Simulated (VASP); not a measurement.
# Ce (Fm-3m) in VASP: notebook

Ce is run at these levels: r2SCAN; tasks: single point.

Program: VASP 6.6.1. These are calculated values, not measurements. Logs are shortened: lines on timing, memory, paths and dates and some standing lists are left out, and cuts for length are marked.

## (1) The cell of the first run

Symmetry: Fm-3m, No. 225, cubic system. Conventional cell: a = 4.605 Å, b = 4.605 Å, c = 4.605 Å, α = 90.00°, β = 90.00°, γ = 90.00°. Within 4.3 Å of Ce (site symmetry m-3m) lie 12 Ce at 3.26 Å.

## (2) Single point, r2SCAN

Input file POSCAR:

```
Ce
1.0
    0.0000000000      2.3024203507      2.3024203507
    2.3024203507      0.0000000000      2.3024203507
    2.3024203507      2.3024203507      0.0000000000
Ce
1
Direct
    0.0000000000      0.0000000000      0.0000000000
```

Input file INCAR.step1:

```
ALGO     = Normal         # electronic algorithm
EDIFF    = 1E-4           # SCF threshold, eV
ENCUT    = 520            # plane-wave cutoff, eV
GGA      = PE             # functional
ISMEAR   = -1             # smearing method
LASPH    = True           # aspherical terms in the spheres
LCHARG   = False          # write CHGCAR
LREAL    = False          # projectors in reciprocal space
LWAVE    = True           # write WAVECAR
NBANDS   = 12             # bands
NELM     = 60             # most SCF steps
PREC     = Accurate       # precision mode
SIGMA    = 0.1            # smearing width, eV
```

Input file INCAR.step2:

```
ALGO     = Normal         # electronic algorithm
EDIFF    = 1E-7           # SCF threshold, eV
ENCUT    = 520            # plane-wave cutoff, eV
ISIF     = 2              # what is computed and relaxed
ISMEAR   = -1             # smearing method
ISTART   = 1            
LASPH    = True           # aspherical terms in the spheres
LCHARG   = False          # write CHGCAR
LMIXTAU  = True         
LREAL    = False          # projectors in reciprocal space
LWAVE    = False          # write WAVECAR
METAGGA  = R2SCAN         # meta-GGA
NBANDS   = 12             # bands
NELM     = 60             # most SCF steps
PREC     = Accurate       # precision mode
SIGMA    = 0.1            # smearing width, eV
```

Input file KPOINTS:

```
k-points
0
Gamma
  12 12 12
```

Potentials or basis: VASP PAW PBE potentials, release 64 (Ce).

Launch:

```sh
cat potpaw_PBE.64/Ce/POTCAR > POTCAR
cp INCAR.step1 INCAR
mpirun -np 1 vasp_std > vasp.out
cp INCAR.step2 INCAR
mpirun -np 1 vasp_std > vasp.out
```

OUTCAR:

```text
EDIFF = 1E-7
   ENCUT = 520
   ISIF = 2
   ISMEAR = -1
   ISTART = 1
   LASPH = True
   LREAL = False
   METAGGA = R2SCAN
   NELM = 60
   PREC = Accurate

 ion  position               nearest neighbor table
   1  0.000  0.000  0.000-

  LATTYP: Found a face centered cubic cell.
 ALAT       =     4.6048407014

  Lattice vectors:

 A1 = (   0.0000000000,   2.3024203507,   2.3024203507)
 A2 = (   2.3024203507,   0.0000000000,   2.3024203507)
 A3 = (   2.3024203507,   2.3024203507,   0.0000000000)

Analysis of symmetry for initial positions (statically):
=====================================================================
 Subroutine PRICEL returns:
 Original cell was already a primitive cell.

 Routine SETGRP: Setting up the symmetry group for a
 face centered cubic supercell.

 Subroutine GETGRP returns: Found 48 space group operations
 (whereof 48 operations were pure point group operations)
 out of a pool of 48 trial point group operations.

The static configuration has the point symmetry O_h .

Analysis of symmetry for dynamics (positions and initial velocities):
=====================================================================
 Subroutine PRICEL returns:
 Original cell was already a primitive cell.

 Routine SETGRP: Setting up the symmetry group for a
 face centered cubic supercell.

 Subroutine GETGRP returns: Found 48 space group operations
 (whereof 48 operations were pure point group operations)
 out of a pool of 48 trial point group operations.

The dynamic configuration has the point symmetry O_h .

 Subroutine INISYM returns: Found 48 space group operations
 (whereof 48 operations are pure point group operations),
 and found     1 'primitive' translations

----------------------------------------------------------------------------------------

                                     Primitive cell

  volume of cell :      24.4109

  direct lattice vectors                    reciprocal lattice vectors
     0.000000000  2.302420351  2.302420351    -0.217162778  0.217162778  0.217162778
     2.302420351  0.000000000  2.302420351     0.217162778 -0.217162778  0.217162778
     2.302420351  2.302420351  0.000000000     0.217162778  0.217162778 -0.217162778

  length of vectors
     3.256114086  3.256114086  3.256114086     0.376136965  0.376136965  0.376136965

  position of ions in fractional coordinates (direct lattice)
     0.000000000  0.000000000  0.000000000

  ion indices of the primitive-cell ions
   primitive index   ion index
                 1           1

[... 78 lines left out ...]
   ISYM   =      2    0-nonsym 1-usesym 2-fastsym
   POTIM  = 0.5000    time-step for ionic-motion
   TEBEG  =    0.0;   TEEND  =   0.0 temperature during run
   PSTRESS=    0.0 pullay stress
   NELECT =      12.0000    total number of electrons
   NUPDOWN=      -1.0000    fix difference up-down
   EMIN   =  10.00;   EMAX   =-10.00  energy-range for DOS
   EFERMI =   0.00;   METHOD = LEGACY
   ISMEAR =    -1;   SIGMA  =   0.10  broadening in eV -4-tet -1-fermi 0-gaus
   EFERMI_NEDOS =   21; number of points for ismear=-14 and -15
   IALGO  =     38    algorithm
   IMIX   =      4    mixing-type and parameters
     AMIX     =   0.40;   BMIX     =  1.00
     AMIX_MAG =   1.60;   BMIX_MAG =  1.00
  volume/ion in A,a.u.               =      24.41       164.73
  Fermi-wavevector in a.u.,A,eV,Ry     =   1.292034  2.441590 22.712913  1.669352
  Thomas-Fermi vector in A             =   2.423767
   LORBIT       =      0    0 simple, 1 ext, 2 COOP (PROOUT), +10 PAW based schemes
   METAGGA = R2SCAN    functional components
   LHFCALC =     F    Hartree Fock is set to
   AEXX    =    0.0000 exact exchange contribution
   IVDW    =     0    specifies the selected vdW correction
   LEPSILON=     F    determine dielectric tensor
   LRPA    =     F    only Hartree local field effects (RPA)
 non-spin polarized calculation
  energy-cutoff  :      520.00
  volume of cell :       24.41
 maximum number of plane-waves:       684
   NGX = 13   NGY = 13   NGZ = 13

 number of electron      12.0000000 magnetization

 Free energy of the ion-electron system (eV)
  ---------------------------------------------------
  ext. energy  EPLUGINS =         0.00000000
  ---------------------------------------------------
  free energy    TOTEN  =       -30.85637398 eV

  energy without entropy =      -30.79671441  energy(sigma->0) =      -30.82654420

 E-fermi :  10.5629     XC(G=0): -12.5746

 val. band max:       10.5473584354   @ k =  -0.2500   0.3333   0.0833
 cond. band min:      10.5791092210   @ k =  -0.2500   0.5000   0.2500
 fundamental gap:      0.0317507856
 Fermi energy:        10.5628520742

 k-point     1 :       0.0000    0.0000    0.0000
  band No.  band energies     occupation
      1     -25.7339      2.00000
      2      -5.9776      2.00000
      3      -5.9776      2.00000
      4      -5.9776      2.00000
      5       7.8847      2.00000
      6      10.1439      1.97015
      7      11.0024      0.02437
      8      11.0024      0.02437
      9      11.0024      0.02437
     10      12.0580      0.00000
     11      12.0580      0.00000
     12      12.0580      0.00000
[... 331 lines left out ...]
 k-point    24 :      -0.4167    0.1667    0.0000
  band No.  band energies     occupation
      1     -24.9107      2.00000
      2      -9.2954      2.00000
      3      -7.1867      2.00000
      4      -6.5675      2.00000
      5       9.0829      2.00000
      6       9.8594      1.99824
      7      11.1655      0.00482
      8      11.2406      0.00228
      9      11.3721      0.00061
     10      11.4798      0.00021
     11      11.7431      0.00001
     12      11.7576      0.00001

 [... further k-points ...]

------------------------ aborting loop because EDIFF is reached ----------------------------------------

  FORCE on cell =-STRESS in cart. coord.  units (eV):
  Direction    XX          YY          ZZ          XY          YZ          ZX
  --------------------------------------------------------------------------------------
  -------------------------------------------------------------------------------------
  Total        0.2708825      0.2708825      0.2708825      0.0000000     -0.0000000     -0.0000000
  in kB       17.7790142     17.7790142     17.7790142      0.0000000     -0.0000000     -0.0000000
  external PRESSURE =      17.7790142 kB  Pullay stress =       0.0000000 kB

 VOLUME and BASIS-vectors are now :
 -----------------------------------------------------------------------------
  energy-cutoff  :      520.00
  volume of cell :       24.41
      direct lattice vectors                 reciprocal lattice vectors
     0.000000000  2.302420351  2.302420351    -0.217162778  0.217162778  0.217162778
     2.302420351  0.000000000  2.302420351     0.217162778 -0.217162778  0.217162778
     2.302420351  2.302420351  0.000000000     0.217162778  0.217162778 -0.217162778

 POSITION                                       TOTAL-FORCE (eV/Angst)
 -----------------------------------------------------------------------------------
      0.00000      0.00000      0.00000        -0.000000     -0.000000      0.000000
 -----------------------------------------------------------------------------------
    total drift:                               -0.000000     -0.000000      0.000000

  FREE ENERGIE OF THE ION-ELECTRON SYSTEM (eV)
  ---------------------------------------------------
  free  energy   TOTEN  =       -30.8563739812 eV

  energy  without entropy=      -30.7967144101  energy(sigma->0) =      -30.82654420
```

Wall time 5.2 min (1 thread of Intel Xeon 8259CL, shared host); peak memory 0.14 GiB.

Results:

```
Free energy            : -30.8564 eV
Pressure               : 1.8 GPa
Band gap on the k mesh : zero (bands 6 and 7 overlap by 0.50 eV)
```

Caveat: the PAW data sets were made with another functional, which shifts forces and pressure a little; spin-orbit coupling is left out, which moves the levels of the heavy elements; semilocal functionals describe open f shells poorly, which spoils levels, moments and volumes. Spin polarisation is off, so any magnetic state and its effect on volume and gap are missing.

## (3) Single point, r2SCAN

This run uses another cell than the first one, of 25.21 Å³/atom.

Input file POSCAR:

```
Ce
1.0
    0.0000000000      2.3271794571      2.3271794571
    2.3271794571      0.0000000000      2.3271794571
    2.3271794571      2.3271794571      0.0000000000
Ce
1
Direct
    0.0000000000      0.0000000000      0.0000000000
```

Input file INCAR.step1:

```
PREC = Accurate
ENCUT = 520
ISMEAR = -1
SIGMA = 0.1
LREAL = F
LASPH = T
NELM = 80
NBANDS = 12
GGA = PE
ALGO = Normal
EDIFF = 1E-4
LWAVE = T
LCHARG = F
```

Input file INCAR.step2:

```
PREC = Accurate
ENCUT = 520
EDIFF = 1E-7
ISMEAR = -1
SIGMA = 0.1
LREAL = F
LASPH = T
NELM = 80
ALGO = Normal
ISIF = 2
LWAVE = F
LCHARG = F
METAGGA = R2SCAN
LMIXTAU = T
NBANDS = 12
ISTART = 1
```

Input file KPOINTS:

```
regular mesh
0
Gamma
  12 12 12
```

Potentials or basis: VASP PAW PBE potentials, release 64 (Ce).

Launch:

```sh
cat potpaw_PBE.64/Ce/POTCAR > POTCAR
cp INCAR.step1 INCAR
mpirun -np 1 vasp_std > vasp.out
cp INCAR.step2 INCAR
mpirun -np 1 vasp_std > vasp.out
```

OUTCAR:

```text
PREC = Accurate
   ENCUT = 520
   EDIFF = 1E-7
   ISMEAR = -1
   LREAL = F
   LASPH = T
   NELM = 80
   ISIF = 2
   METAGGA = R2SCAN
   ISTART = 1

 ion  position               nearest neighbor table
   1  0.000  0.000  0.000-

  LATTYP: Found a face centered cubic cell.
 ALAT       =     4.6543589142

  Lattice vectors:

 A1 = (   0.0000000000,   2.3271794571,   2.3271794571)
 A2 = (   2.3271794571,   0.0000000000,   2.3271794571)
 A3 = (   2.3271794571,   2.3271794571,   0.0000000000)

Analysis of symmetry for initial positions (statically):
=====================================================================
 Subroutine PRICEL returns:
 Original cell was already a primitive cell.

 Routine SETGRP: Setting up the symmetry group for a
 face centered cubic supercell.

 Subroutine GETGRP returns: Found 48 space group operations
 (whereof 48 operations were pure point group operations)
 out of a pool of 48 trial point group operations.

The static configuration has the point symmetry O_h .

Analysis of symmetry for dynamics (positions and initial velocities):
[... 167 lines left out ...]
      3      -6.4819      2.00000
      4      -6.4819      2.00000
      5       7.3701      2.00000
      6       9.7936      1.95269
      7      10.6022      0.02509
      8      10.6022      0.02509
      9      10.6022      0.02509
     10      11.6056      0.00000
     11      11.6056      0.00000
     12      11.6056      0.00000
[... 331 lines left out ...]
 k-point    24 :      -0.4167    0.1667    0.0000
  band No.  band energies     occupation
      1     -25.3239      2.00000
      2      -9.5478      2.00000
      3      -7.5926      2.00000
      4      -7.0254      2.00000
      5       8.7414      2.00000
      6       9.5117      1.99711
      7      10.7624      0.00510
      8      10.8362      0.00244
      9      10.9347      0.00091
     10      11.0721      0.00023
     11      11.2992      0.00002
     12      11.3111      0.00002

 [... further k-points ...]

------------------------ aborting loop because EDIFF is reached ----------------------------------------

  FORCE on cell =-STRESS in cart. coord.  units (eV):
  Direction    XX          YY          ZZ          XY          YZ          ZX
  --------------------------------------------------------------------------------------
  -------------------------------------------------------------------------------------
  Total        0.0403321      0.0403321      0.0403321      0.0000000     -0.0000000      0.0000000
  in kB        2.5635494      2.5635494      2.5635494      0.0000000     -0.0000000      0.0000000
  external PRESSURE =       2.5635494 kB  Pullay stress =       0.0000000 kB

 VOLUME and BASIS-vectors are now :
 -----------------------------------------------------------------------------
  energy-cutoff  :      520.00
  volume of cell :       25.21
      direct lattice vectors                 reciprocal lattice vectors
     0.000000000  2.327179457  2.327179457    -0.214852361  0.214852361  0.214852361
     2.327179457  0.000000000  2.327179457     0.214852361 -0.214852361  0.214852361
     2.327179457  2.327179457  0.000000000     0.214852361  0.214852361 -0.214852361

 POSITION                                       TOTAL-FORCE (eV/Angst)
 -----------------------------------------------------------------------------------
      0.00000      0.00000      0.00000         0.000000      0.000000      0.000000
 -----------------------------------------------------------------------------------
    total drift:                               -0.000000     -0.000000     -0.000000

  FREE ENERGIE OF THE ION-ELECTRON SYSTEM (eV)
  ---------------------------------------------------
  free  energy   TOTEN  =       -30.8631239548 eV

  energy  without entropy=      -30.7999340838  energy(sigma->0) =      -30.83152902
```

OUTCAR.step1:

```text
PREC = Accurate
   ENCUT = 520
   ISMEAR = -1
   LREAL = F
   LASPH = T
   NELM = 80
[... 573 lines left out ...]

 POSITION                                       TOTAL-FORCE (eV/Angst)
 -----------------------------------------------------------------------------------
      0.00000      0.00000      0.00000         0.000000      0.000000     -0.000000
 -----------------------------------------------------------------------------------
    total drift:                               -0.000000      0.000000     -0.000000

  FREE ENERGIE OF THE ION-ELECTRON SYSTEM (eV)
  ---------------------------------------------------
  free  energy   TOTEN  =        -5.9644956102 eV

  energy  without entropy=       -5.8795494847  energy(sigma->0) =       -5.92202255
```

Run time: 5.8 min. Hardware: 1 thread of Intel Xeon 8259CL, shared host; peak memory 0.14 GiB.

Results:

| Quantity | Value |
| --- | --- |
| Free energy | -30.8631 eV |
| Pressure | 0.3 GPa |
| Band gap on the k mesh | zero (bands 6 and 7 overlap by 0.50 eV) |

Caveat: the PAW data sets were made with another functional, which shifts forces and pressure a little; spin-orbit coupling is left out, which moves the levels of the heavy elements; semilocal functionals describe open f shells poorly, which spoils levels, moments and volumes.

(Part 1 of 2 ends here.)

The gap in the log of VASP goes by the Fermi energy; the results here count the filled bands.